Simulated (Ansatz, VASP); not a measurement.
**Two plane-wave programs on AgCl**

```
CELL_PARAMETERS angstrom
3.40645 0.00000 0.00000
0.00000 3.40645 0.00000
0.00000 0.00000 3.38593
ATOMIC_POSITIONS crystal
Ag 0.00000 0.00000 0.00000
Cl 0.50000 0.50000 0.50000
```

Change from the starting cell: epitaxial_xy strain +0.3%.

Alike in both runs: task single point; functional PBE; k mesh 8 × 8 × 8; occupations fermi-dirac, width 0.02 eV; no spin polarisation.

|  | VASP | Ansatz |
| --- | --- | --- |
| version | VASP 6.6.1 | Ansatz 0.2.0 |
| potentials or method | VASP PAW PBE potentials, release 64 (Ag_sv_GW, Cl) | plane waves, PAW |
| plane-wave cutoff (eV) | 630 | 420 |
| valence electrons in the cell | 26 | 26 |

```tsv
	VASP	Ansatz	Ansatz less VASP
pressure (GPa)	1.3	1.4	+0.12
traceless stress, the component that is largest in VASP (GPa)	0.21	0.20	-0.002
```

With one functional, cell and mesh, what is left measures potentials, basis and numerics.
